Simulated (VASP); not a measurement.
Input of a VASP 6.6.1 run:

Contents of INCAR:

```
PREC = Accurate
ENCUT = 520
EDIFF = 1E-7
ISMEAR = 0
SIGMA = 0.1
LREAL = False
LASPH = True
NELM = 100
ALGO = Normal
ISIF = 2
LWAVE = False
LCHARG = True
GGA = PS
LELF = True
LVHAR = True
NBANDS = 29
```

Contents of KPOINTS:

```
regular mesh
0
Gamma
  12 12 8
```

POSCAR

```
BiTe
1.0
    3.0532819072      3.0532819072      0.0000000000
   -3.0532819072      3.0532819072      0.0000000000
    0.0000000000      0.0000000000      6.1065638143
Bi Te
2 2
Direct
    0.0000000000      0.0000000000      0.0000000000
    0.5000000000      0.5000000000      0.5000000000
    0.5000000000      0.5000000000      0.0000000000
    0.0000000000      0.0000000000      0.5000000000
```

Potentials or basis: VASP PAW PBE potentials, release 64 (Bi_d, Te).

Run with:

```bash
$ cat potpaw_PBE.64/Bi_d/POTCAR potpaw_PBE.64/Te/POTCAR > POTCAR
$ mpirun -np 1 vasp_std > vasp.out
```

(1) Predict the band gap on the k mesh.

(2) Estimate the pressure.

Results:

(1) zero (band 21 reaches 11.09 eV, above the bottom of band 22 at 7.84 eV).

(2) 10.3 GPa.

Caveat: the cell differs from its parent crystal (equal strain along all axes, cell held: -4.5 %); the PAW data sets were made with another functional, which shifts forces and pressure a little; spin-orbit coupling is left out, which moves the levels of the heavy elements.
